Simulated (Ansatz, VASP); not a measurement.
**Two plane-wave programs on CsPbCl3**

```
Cs Pb Cl
1.0
     5.73384    0.00000    0.00000
     0.00000    5.73384    0.00000
     0.00000    0.00000    5.66227
Cs Pb Cl
1 1 3
Direct
  0.00000 0.00000 0.00000
  0.50000 0.50000 0.50000
  0.50000 0.50000 0.00000
  0.50000 0.00000 0.50000
  0.00000 0.50000 0.50000
```

Change from the starting cell: epitaxial_xy strain +1.0%.

Alike in both runs: task single point; functional r2SCAN; k mesh 4 × 4 × 4; no spin polarisation.

```csv
,VASP,Ansatz
version,VASP 6.6.1,Ansatz 0.2.0
potentials or method,"VASP PAW PBE potentials, release 64 (Cs_sv, Pb_d, Cl)","plane waves, PAW"
plane-wave cutoff (eV),520,500
occupations,"gaussian, width 0.01 eV",fixed
valence electrons in the cell,44,44
```

VASP gave:

```
gap on the k mesh at the Fermi level (eV)                     : 2.52
pressure (GPa)                                                : -0.4
traceless stress, the component that is largest in VASP (GPa) : 0.39
```

Question: Which values does Ansatz return?

Answer: gap on the k mesh at the Fermi level (eV): 2.50; pressure (GPa): -0.4; traceless stress, the component that is largest in VASP (GPa): 0.39.

VASP's potentials were made for PBE, not for r2SCAN.

Neither program's run includes spin-orbit coupling.
